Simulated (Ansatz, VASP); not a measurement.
# One calculation of BeS2, two programs

```
Be S
1.0
    -2.22320    2.22320    2.46018
     2.22320   -2.22320    2.46018
     2.22320    2.22320   -2.46018
Be S
1 2
Direct
  0.00000 0.00000 0.00000
  0.50000 0.00000 0.50000
  0.00000 0.50000 0.50000
```

Alike in both runs: task relaxation of cell and atoms; functional PBE; k mesh 14 × 14 × 14; occupations gaussian, width 0.1 eV; no spin polarisation.

|  | VASP | Ansatz |
| --- | --- | --- |
| version | VASP 6.6.1 | Ansatz 0.2.0 |
| potentials or method | VASP PAW PBE potentials, release 64 (Be, S), cutoff 600 eV | scalar-relativistic, plane waves, PAW |
| valence electrons in the cell | 14 | 14 |

```csv
,VASP,Ansatz,Ansatz less VASP
"gap on the k mesh at the Fermi level, each at its own relaxed structure (eV)",none,none,-
relaxed volume (Å³/atom),16.28,16.28,-0.001
relaxed length of the cell vector where the two differ most in proportion (Å),4.001,4.002,+0.0002
```

A gap of «none» marks a metal or a gap that the smearing closes.
